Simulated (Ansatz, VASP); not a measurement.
One calculation of NaCl, two programs

```
Na Cl
1.0
     0.00000    2.71848    2.71848
     2.71848    0.00000    2.71848
     2.71848    2.71848    0.00000
Na Cl
1 1
Direct
  0.00000 0.00000 0.00000
  0.50000 0.50000 0.50000
```

Change from the starting cell: strain -0.040 along x and y, -0.040 along z, atoms carried along.

Alike in both runs: task single point; functional PBE; k mesh 8 × 8 × 8; occupations gaussian, width 0.05 eV; no spin polarisation.

|  | VASP | Ansatz |
| --- | --- | --- |
| version | VASP 6.6.1 | Ansatz 0.2.0 |
| potentials or method | VASP PAW PBE potentials, release 64 (Na_pv, Cl), cutoff 520 eV | scalar-relativistic, plane waves, PAW |
| valence electrons in the cell | 14 | 16 |

|  | VASP | Ansatz | Ansatz less VASP |
| --- | --- | --- | --- |
| gap on the k mesh at the Fermi level (eV) | 5.57 | 5.57 | +0.001 |
| least direct gap on the mesh (eV) | 5.57 | 5.57 | +0.001 |
| pressure (GPa) | 4.5 | 4.6 | +0.01 |

With one functional, cell and mesh, what is left measures potentials, basis and numerics. VASP's potentials hold 14 valence electrons a cell and Ansatz's 16, so a difference there can come from the potentials and not from the codes.
